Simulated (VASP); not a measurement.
Input of a VASP 6.6.1 run:

The input INCAR:

```
PREC = Accurate
ENCUT = 520
EDIFF = 1E-6
ISMEAR = 0
SIGMA = 0.15
LREAL = False
LASPH = True
NELM = 60
ALGO = Fast
ISIF = 2
LWAVE = False
LCHARG = False
GGA = PS
NBANDS = 21
```

Contents of KPOINTS:

```
Automatic mesh
0
Gamma
  18 18 10
```

Contents of POSCAR:

```
Ru
1.0
    2.6178701703      0.0000000000      0.0000000000
   -1.3089350852      2.2671420713      0.0000000000
    0.0000000000      0.0000000000      4.2523798378
Ru
2
Direct
    0.3233090145      0.6466180290      0.2500000000
    0.6766909855      0.3533819710      0.7500000000
```

Potentials or basis: VASP PAW PBE potentials, release 64 (Ru_pv).

Command:

```bash
$ cat potpaw_PBE.64/Ru_pv/POTCAR > POTCAR
$ mpirun -np 1 vasp_std > vasp.out
```

(1) Predict the largest force.

(2) Estimate the band gap on the k mesh.

(3) Estimate the pressure.

## Answers

(1) 0.775 eV/Å.

(2) zero (bands 14 and 15 overlap by 3.60 eV).

(3) 21.7 GPa.

Caveat: the cell differs from its parent crystal (atoms displaced along a vibrational mode, the cell strained); the cell stands under pressure; the PAW data sets were made with another functional, which shifts forces and pressure a little.
